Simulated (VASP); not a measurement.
# TiO2 (I4/m) in VASP: electric field gradients with PBE

Aim: the electric field gradients of TiO2 with PBE.

Everything below comes from runs of VASP 6.6.1. Logs are shortened: lines on timing, memory, paths and dates and some standing lists are left out, and cuts for length are marked.

### 1 The cell of the first run

Symmetry: I4/m, No. 87, tetragonal system. The conventional cell has a = 8.702 Å, b = 8.702 Å, c = 3.775 Å, α = 90.00°, β = 90.00°, γ = 90.00°. Within 2.4 Å of Ti (site symmetry m) lie 6 O at 1.80 to 2.26 Å. O (site symmetry m) has 4 Ti at 1.95 to 2.26 Å and 5 O at 2.62 to 2.65 Å within 2.7 Å. Within 2.4 Å of O (site symmetry m) lie 2 Ti at 1.80 to 1.81 Å.

### 2 Electric field gradients, PBE

INCAR

```
SYSTEM = TiO2
ALGO = Normal
EDIFF = 1E-8
ENCUT = 520
GGA = PE
ISIF = 2
ISMEAR = -1
LASPH = .TRUE.
LCHARG = .FALSE.
LEFG = .TRUE.
LREAL = .FALSE.
LWAVE = .FALSE.
NBANDS = 60
NELM = 100
PREC = Accurate
SIGMA = 0.02
```

KPOINTS

```
k-points
0
G
  6 6 6
  0 0 0
```

POSCAR

```
TiO2
1.0
   -4.3507577183      4.3507577183      1.8875555959
    4.3507577183     -4.3507577183      1.8875555959
    4.3507577183      4.3507577183     -1.8875555959
Ti O
4 8
Direct
    0.7077182950      0.0028552450      0.7105735400
    0.9971447550      0.7077182950      0.7048630500
    0.0028552450      0.2922817050      0.2951369500
    0.2922817050      0.9971447550      0.2894264600
    0.5011361750      0.1507847150      0.6519208900
    0.8383379800      0.8403974000      0.6787353800
    0.8492152850      0.5011361750      0.3503514600
    0.8403974000      0.1616620200      0.0020594200
    0.1596026000      0.8383379800      0.9979405800
    0.1507847150      0.4988638250      0.6496485400
    0.1616620200      0.1596026000      0.3212646200
    0.4988638250      0.8492152850      0.3480791100
```

Potentials or basis: VASP PAW PBE potentials, release 64 (Ti_sv, O).

Command:

```bash
> cat potpaw_PBE.64/Ti_sv/POTCAR potpaw_PBE.64/O/POTCAR > POTCAR
> mpirun -np 1 vasp_std > vasp.out
```

OUTCAR:

```text
SYSTEM = TiO2
   EDIFF = 1E-8
   ENCUT = 520
   GGA = PE
   ISIF = 2
   ISMEAR = -1
   LASPH = .TRUE.
   LREAL = .FALSE.
   NELM = 100
   PREC = Accurate

 ion  position               nearest neighbor table
   1  0.708  0.003  0.711-   8 1.80   6 1.81  10 1.95  10 1.95   5 2.21  12 2.26
   2  0.997  0.708  0.705-   6 1.80   9 1.81   5 1.95   5 1.95   7 2.21  10 2.26
   3  0.003  0.292  0.295-  11 1.80   8 1.81  12 1.95  12 1.95  10 2.21   7 2.26
   4  0.292  0.997  0.289-   9 1.80  11 1.81   7 1.95   7 1.95  12 2.21   5 2.26
   5  0.501  0.151  0.652-   2 1.95   2 1.95   1 2.21   4 2.26
   6  0.838  0.840  0.679-   2 1.80   1 1.81
   7  0.849  0.501  0.350-   4 1.95   4 1.95   2 2.21   3 2.26
   8  0.840  0.162  0.002-   1 1.80   3 1.81
   9  0.160  0.838  0.998-   4 1.80   2 1.81
  10  0.151  0.499  0.650-   1 1.95   1 1.95   3 2.21   2 2.26
  11  0.162  0.160  0.321-   3 1.80   4 1.81
  12  0.499  0.849  0.348-   3 1.95   3 1.95   4 2.21   1 2.26

  LATTYP: Found a body centered tetragonal cell.
 ALAT       =     8.7015154366
 C/A-ratio  =     0.4338452560

  Lattice vectors:

 A1 = (  -4.3507577183,   4.3507577183,   1.8875555959)
 A2 = (   4.3507577183,  -4.3507577183,   1.8875555959)
 A3 = (   4.3507577183,   4.3507577183,  -1.8875555959)

Analysis of symmetry for initial positions (statically):
=====================================================================
 Subroutine PRICEL returns:
 Original cell was already a primitive cell.

 Routine SETGRP: Setting up the symmetry group for a
 body centered tetragonal supercell.

 Subroutine GETGRP returns: Found  8 space group operations
 (whereof  8 operations were pure point group operations)
 out of a pool of 16 trial point group operations.

The static configuration has the point symmetry C_4h.

Analysis of symmetry for dynamics (positions and initial velocities):
=====================================================================
 Subroutine PRICEL returns:
 Original cell was already a primitive cell.

 Routine SETGRP: Setting up the symmetry group for a
 body centered tetragonal supercell.

 Subroutine GETGRP returns: Found  8 space group operations
 (whereof  8 operations were pure point group operations)
 out of a pool of 16 trial point group operations.

The dynamic configuration has the point symmetry C_4h.

 Subroutine INISYM returns: Found  8 space group operations
 (whereof  8 operations are pure point group operations),
 and found     1 'primitive' translations

----------------------------------------------------------------------------------------

                                     Primitive cell

  volume of cell :     142.9189

  direct lattice vectors                    reciprocal lattice vectors
    -4.350757718  4.350757718  1.887555596     0.000000000  0.114922511  0.264892860
     4.350757718 -4.350757718  1.887555596     0.114922511  0.000000000  0.264892860
     4.350757718  4.350757718 -1.887555596     0.114922511  0.114922511  0.000000000

  length of vectors
     6.435918860  6.435918860  6.435918860     0.288748005  0.288748005  0.162524973

  position of ions in fractional coordinates (direct lattice)
     0.707718295  0.002855245  0.710573540
     0.997144755  0.707718295  0.704863050
     0.002855245  0.292281705  0.295136950
     0.292281705  0.997144755  0.289426460
     0.501136175  0.150784715  0.651920890
     0.838337980  0.840397400  0.678735380
     0.849215285  0.501136175  0.350351460
     0.840397400  0.161662020  0.002059420
     0.159602600  0.838337980  0.997940580
     0.150784715  0.498863825  0.649648540
     0.161662020  0.159602600  0.321264620
     0.498863825  0.849215285  0.348079110

  ion indices of the primitive-cell ions
   primitive index   ion index
                 1           1
[... 103 lines left out ...]
     AMIX_MAG =   1.60;   BMIX_MAG =  1.00
  volume/ion in A,a.u.               =      11.91        80.37
  Fermi-wavevector in a.u.,A,eV,Ry     =   1.433734  2.709365 27.968062  2.055595
  Thomas-Fermi vector in A             =   2.553220
   LORBIT       =      0    0 simple, 1 ext, 2 COOP (PROOUT), +10 PAW based schemes
   GGA     = PE    functional components
   LHFCALC =     F    Hartree Fock is set to
   AEXX    =    0.0000 exact exchange contribution
   IVDW    =     0    specifies the selected vdW correction
   LEPSILON=     F    determine dielectric tensor
   LRPA    =     F    only Hartree local field effects (RPA)
 non-spin polarized calculation
  energy-cutoff  :      520.00
  volume of cell :      142.92
 maximum number of plane-waves:      3875
   NGX = 23   NGY = 23   NGZ = 23

 number of electron      95.9999988 magnetization

 Free energy of the ion-electron system (eV)
  ---------------------------------------------------
  ext. energy  EPLUGINS =         0.00000000
  ---------------------------------------------------
  free energy    TOTEN  =      -107.29109361 eV

  energy without entropy =     -107.29109361  energy(sigma->0) =     -107.29109361

 E-fermi :   3.4586     XC(G=0): -10.4180

 val. band max:        3.0644851592   @ k =   0.5000   0.5000   0.5000
 cond. band min:       4.6881024524   @ k =   0.0000   0.0000   0.0000
 fundamental gap:      1.6236172932
 Fermi energy:         3.4585967206

 k-point     1 :       0.0000    0.0000    0.0000
  band No.  band energies     occupation
      1     -53.3191      2.00000
      2     -53.2995      2.00000
      3     -53.2995      2.00000
      4     -53.2831      2.00000
      5     -29.7437      2.00000
      6     -29.7242      2.00000
[... 1501 lines left out ...]
     59       7.3619      0.00000
     60       7.7464      0.00000

 [... further k-points ...]

------------------------ aborting loop because EDIFF is reached ----------------------------------------

  FORCE on cell =-STRESS in cart. coord.  units (eV):
  Direction    XX          YY          ZZ          XY          YZ          ZX
  --------------------------------------------------------------------------------------
  -------------------------------------------------------------------------------------
  Total        3.3333056      3.3333056      3.5018897      0.0000005      0.0000000      0.0000000
  in kB       37.3676827     37.3676827     39.2575776      0.0000059      0.0000000      0.0000000
  external PRESSURE =      37.9976477 kB  Pullay stress =       0.0000000 kB

 VOLUME and BASIS-vectors are now :
 -----------------------------------------------------------------------------
  energy-cutoff  :      520.00
  volume of cell :      142.92
      direct lattice vectors                 reciprocal lattice vectors
    -4.350757718  4.350757718  1.887555596     0.000000000  0.114922511  0.264892860
     4.350757718 -4.350757718  1.887555596     0.114922511  0.000000000  0.264892860
     4.350757718  4.350757718 -1.887555596     0.114922511  0.114922511  0.000000000

 POSITION                                       TOTAL-FORCE (eV/Angst)
 -----------------------------------------------------------------------------------
      0.02484      6.15822      0.00000         0.021080      0.108798      0.000000
      1.80746      4.32591      1.88756         0.108798     -0.021080     -0.000000
      2.54329      0.02484      0.00000        -0.108798      0.021080     -0.000000
      4.32591     -1.80746      1.88756        -0.021080     -0.108798     -0.000000
      1.31206      4.36064      0.00000         0.086420     -0.011499     -0.000000
      2.96197      2.94405      1.88756        -0.010264      0.043524      0.000000
      0.00989      3.03870      1.88756        -0.011499     -0.086420     -0.000000
     -2.94405      2.96197      1.88756        -0.043524     -0.010264     -0.000000
      7.29481      1.38878      0.00000         0.043524      0.010264     -0.000000
      4.34087      1.31206      0.00000         0.011499      0.086420     -0.000000
      1.38878      1.40670     -0.00000         0.010264     -0.043524     -0.000000
      3.03870     -0.00989      1.88756        -0.086420      0.011499      0.000000
 -----------------------------------------------------------------------------------
    total drift:                               -0.000000     -0.000000      0.000000

  FREE ENERGIE OF THE ION-ELECTRON SYSTEM (eV)
  ---------------------------------------------------
  free  energy   TOTEN  =      -107.2910936101 eV

  energy  without entropy=     -107.2910936101  energy(sigma->0) =     -107.29109361

 Electric field gradients (V/A^2)
---------------------------------------------------------------------
 ion       V_xx      V_yy      V_zz      V_xy      V_xz      V_yz
---------------------------------------------------------------------
   1      -6.409    12.345    -5.936     1.215     0.001     0.001
   2      12.344    -6.410    -5.934    -1.213     0.001     0.001
   3      12.344    -6.410    -5.934    -1.213     0.001     0.001
   4      -6.409    12.345    -5.936     1.215     0.001     0.001
   5     -30.397     9.905    20.492    -0.080    -0.000    -0.000
   6      -1.099    -0.384     1.483   -12.063    -0.001    -0.000
   7       9.905   -30.397    20.492     0.077    -0.001    -0.000
   8      -0.384    -1.099     1.483    12.057     0.000     0.000
   9      -0.384    -1.099     1.483    12.057     0.000     0.000
  10       9.905   -30.397    20.492     0.077    -0.001    -0.000
  11      -1.099    -0.384     1.483   -12.063    -0.001    -0.000
  12     -30.397     9.905    20.492    -0.080    -0.000    -0.000
---------------------------------------------------------------------

 Electric field gradients after diagonalization (V/A^2)
 (convention: |V_zz| > |V_xx| > |V_yy|)
----------------------------------------------------------------------
 ion       V_xx      V_yy      V_zz     asymmetry (V_yy - V_xx)/ V_zz
----------------------------------------------------------------------
   1      -6.488    -5.936    12.423       0.044
   2      -6.488    -5.934    12.422       0.045
   3      -6.488    -5.934    12.422       0.045
   4      -6.488    -5.936    12.423       0.044
   5      20.492     9.905   -30.398       0.348
   6      11.327     1.483   -12.810       0.768
   7      20.492     9.905   -30.397       0.348
   8      11.321     1.483   -12.804       0.768
   9      11.321     1.483   -12.804       0.768
  10      20.492     9.905   -30.397       0.348
  11      11.327     1.483   -12.810       0.768
  12      20.492     9.905   -30.398       0.348
----------------------------------------------------------------------

           NMR quadrupolar parameters

 Cq : quadrupolar parameter    Cq=e*Q*V_zz/h
 eta: asymmetry parameters     (V_yy - V_xx)/ V_zz
 Q  : nuclear electric quadrupole moment in mb (millibarn)
----------------------------------------------------------------------
 ion       Cq(MHz)       eta       Q (mb)
----------------------------------------------------------------------
   1       0.030       0.044       1.000
   2       0.030       0.045       1.000
   3       0.030       0.045       1.000
   4       0.030       0.044       1.000
   5      -0.074       0.348       1.000
   6      -0.031       0.768       1.000
   7      -0.074       0.348       1.000
   8      -0.031       0.768       1.000
   9      -0.031       0.768       1.000
  10      -0.074       0.348       1.000
  11      -0.031       0.768       1.000
  12      -0.074       0.348       1.000
----------------------------------------------------------------------
```

Run time: 13 min. Hardware: 1 thread of AMD EPYC 7R13 (Zen 3), shared host; peak memory 0.41 GiB.

Results:

| Property | Result |
| --- | --- |
| Free energy | -107.2911 eV |
| Pressure | 3.8 GPa |
| Largest force | 0.111 eV/Å |
| Band gap on the k mesh | 1.62 eV (least direct gap 2.31 eV) |
| Largest electric field gradient by atom | Ti +12.4; O -30.4, -12.8 (each value once) V/Å² |

Forces on the atoms (eV/Å):
```
Ti   0.021  0.109  0.000
Ti   0.109 -0.021  0.000
Ti  -0.109  0.021  0.000
Ti  -0.021 -0.109  0.000
O    0.086 -0.011  0.000
O   -0.010  0.044  0.000
O   -0.011 -0.086  0.000
O   -0.044 -0.010  0.000
O    0.044  0.010  0.000
O    0.011  0.086  0.000
O    0.010 -0.044  0.000
O   -0.086  0.011  0.000
```

Electric field gradients, principal values (V/Å²):
| atom | least | middle | greatest (by size) |
| --- | --- | --- | --- |
| 1 Ti | -5.936 | -6.488 | 12.423 |
| 2 Ti | -5.934 | -6.488 | 12.422 |
| 3 Ti | -5.934 | -6.488 | 12.422 |
| 4 Ti | -5.936 | -6.488 | 12.423 |
| 5 O | 9.905 | 20.492 | -30.398 |
| 6 O | 1.483 | 11.327 | -12.810 |
| 7 O | 9.905 | 20.492 | -30.397 |
| 8 O | 1.483 | 11.321 | -12.804 |
| 9 O | 1.483 | 11.321 | -12.804 |
| 10 O | 9.905 | 20.492 | -30.397 |
| 11 O | 1.483 | 11.327 | -12.810 |
| 12 O | 9.905 | 20.492 | -30.398 |

Caveat: the cell stands under pressure; without QUAD_EFG the Cq values of the log hold for a quadrupole moment of 1 mb, not for the nuclei. A k mesh can miss the band edges.
